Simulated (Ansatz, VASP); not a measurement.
**InGa3P4: VASP beside Ansatz**

The input INCAR:

```
PREC = Accurate ; ENCUT = 520
EDIFF = 1E-7 ; ISMEAR = -1
SIGMA = 0.02 ; LREAL = False
LASPH = True ; NELM = 60
ALGO = Normal ; ISIF = 2
LWAVE = False ; LCHARG = True
GGA = PE ; LELF = True
LVHAR = True ; NBANDS = 46
```

File KPOINTS:

```
Automatic mesh
0
Gamma
  6 6 6
```

The input POSCAR:

```
InGa3P4
1.0
   -2.7834816796      2.7834816796      5.5557041547
    2.7834816796     -2.7834816796      5.5557041547
    2.7834816796      2.7834816796     -5.5557041547
Ga P In
3 4 1
Direct
    0.7500000000      0.2500000000      0.5000000000
    0.5000000000      0.5000000000      0.0000000000
    0.2500000000      0.7500000000      0.5000000000
    0.1331493740      0.6064081504      0.0000000000
    0.8668506260      0.8668506260      0.4732587765
    0.6064081504      0.1331493740      0.0000000000
    0.3935918496      0.3935918496      0.5267412235
    0.0000000000      0.0000000000      0.0000000000
```

Input for Ansatz:

```yaml
crystal:
  lattice:
    - [-2.7834816796, 2.7834816796, 5.5557041547]
    - [2.7834816796, -2.7834816796, 5.5557041547]
    - [2.7834816796, 2.7834816796, -5.5557041547]
  atoms:
    - { symbol: Ga, position: [0.75, 0.25, 0.5] }
    - { symbol: P, position: [0.133149374, 0.6064081504, 0.0] }
    - { symbol: Ga, position: [0.5, 0.5, 0.0] }
    - { symbol: P, position: [0.866850626, 0.866850626, 0.4732587765] }
    - { symbol: Ga, position: [0.25, 0.75, 0.5] }
    - { symbol: P, position: [0.6064081504, 0.133149374, 0.0] }
    - { symbol: In, position: [0.0, 0.0, 0.0] }
    - { symbol: P, position: [0.3935918496, 0.3935918496, 0.5267412235] }
kpoints:
  mp_grid: { grid: [6, 6, 6] }
  band_path:
    path:
      - [[0.0, 0.0, 0.0], [-1.074692020277e-17, 1.074692020277e-17, 0.5], [0.25, 0.25, 0.25], [-1.673616723153e-17, 0.5, 1.673616723153e-17], [0.0, 0.0, 0.0], [0.5, 0.5, -0.5], [0.3127535820212, 0.6872464179788, -0.3127535820212]]
      - [[-0.3127535820212, 0.3127535820212, 0.3127535820212], [0.0, 0.0, 0.0]]
      - [[-1.074692020277e-17, 1.074692020277e-17, 0.5], [-0.1255071640424, 0.1255071640424, 0.5]]
      - [[0.5, 0.5, -0.1255071640424], [0.5, 0.5, -0.5]]
    npoints: 10
hamiltonian:
  xc: pbe
scf:
  occupations: { method: fermi_dirac, width: 0.02 }
  n_extra_bands: 6
output:
  forces: true
  stress: true
  eigenvalues: true
  write_density: true
  write_potential: true
  elf: true
  volumetric_format: npy
```

Alike in both runs: task single point; functional PBE; k mesh 6 × 6 × 6; occupations fermi-dirac, width 0.02 eV; no spin polarisation.

|  | VASP | Ansatz |
| --- | --- | --- |
| version | VASP 6.6.1 | Ansatz 0.2.0 |
| potentials or method | VASP PAW PBE potentials, release 64 (Ga_d, P, In_d) | plane waves, PAW |
| plane-wave cutoff (eV) | 520 | 420 |
| valence electrons in the cell | 72 | 72 |

Ansatz gave:

* gap on the k mesh at the Fermi level (eV): 1.35
* pressure (GPa): 2.2
* rms of the force components (eV/Å): 0.005

Q: What did VASP give for the same quantities?

A: gap on the k mesh at the Fermi level (eV): 1.34; pressure (GPa): 2.2; rms of the force components (eV/Å): 0.006.

The functional is the same, so the differences come from potentials, cutoffs and numerics.
